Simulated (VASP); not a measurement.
GaN, 2 atoms in the cell. Symmetry: Pm-3m, No. 221, cubic system. Conventional cell: a = 2.570 Å, b = 2.570 Å, c = 2.570 Å, α = 90.00°, β = 90.00°, γ = 90.00°. Ga (site symmetry m-3m) has 8 N at 2.23 Å and 6 Ga at 2.57 Å within 2.9 Å. Within 2.9 Å of N (site symmetry m-3m) lie 8 Ga at 2.23 Å and 6 N at 2.57 Å. 

| Property | Result |
| --- | --- |
| Program | VASP 6.6.1 |
| Task | single point |
| Functional | LDA |
| Potentials or basis | VASP PAW LDA potentials, release 64 (Ga_d, N) |
| Cutoff | 600 eV |
| k mesh | 6 × 6 × 6 |
| Occupations | gaussian, width 0.05 eV |
| Spin | no spin polarisation |
| Dipole correction | no |
| Further INCAR settings | ALGO = Normal; EDIFF = 1e-06; NBANDS = 16 |

Potentials or basis: VASP PAW LDA potentials, release 64 (Ga_d, N).

Command:

```sh
$ cat potpaw_LDA.64/Ga_d/POTCAR potpaw_LDA.64/N/POTCAR > POTCAR
$ mpirun -np 1 vasp_std > vasp.out
```

Hardware: 1 thread of Intel(R) Xeon(R) 6975P-C (Granite Rapids) (shared host).

Question: Estimate the wall time of this run.

Answer: It took 3.7 s on 1 thread of Intel(R) Xeon(R) 6975P-C (Granite Rapids), on a shared host, peak memory 0.13 GiB. Counts: scf iterations 13, k points 20.
